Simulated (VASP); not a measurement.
**MgO: single point with PBE**

Crystal: MgO.

```
Mg O
1.0
     3.46463    0.00000    0.00000
    -1.73232    3.00046    0.00000
     0.00000    0.00000    4.51927
Mg O
2 2
Cartesian
  1.7323 1.0002 3.3895
  0.0000 2.0003 1.1298
  1.7323 1.0002 1.1298
  0.0000 2.0003 3.3895
```

This cell differs from its parent crystal: volume 11.745 Å^3 an atom, c/a of the conventional cell 1.3044.

| Property | Result |
| --- | --- |
| Program | VASP 6.6.1 |
| Task | single point |
| Functional | PBE |
| Potentials or basis | VASP PAW PBE potentials, release 64 (Mg, O) |
| Cutoff | 520 eV |
| k mesh | 9 × 9 × 6 |
| Occupations | gaussian, width 0.05 eV |
| Spin | no spin polarisation |

* Pressure: -3.1 GPa
* Band gap on the k mesh: 2.99 eV, direct

Stress tensor (GPa, compression positive):
```
-0.06  0.00  0.00
 0.00 -0.06  0.00
 0.00  0.00 -9.14
```

Levels at points of the mesh, in eV from the valence-band top:
```tsv
k point	band 5	band 6	band 7	band 8	band 9	band 10	band 11	band 12
(0.00, 0.00, 0.00)	-1.60	-0.92	-0.92	0.00	2.99	8.64	10.91	12.59
(0.00, 0.00, 0.50)	-1.27	-1.27	-1.27	-1.27	5.92	5.92	12.96	12.96
```

It took 36 s on 1 thread of Intel Xeon 6975P-C, on a shared host, peak memory 0.19 GiB.
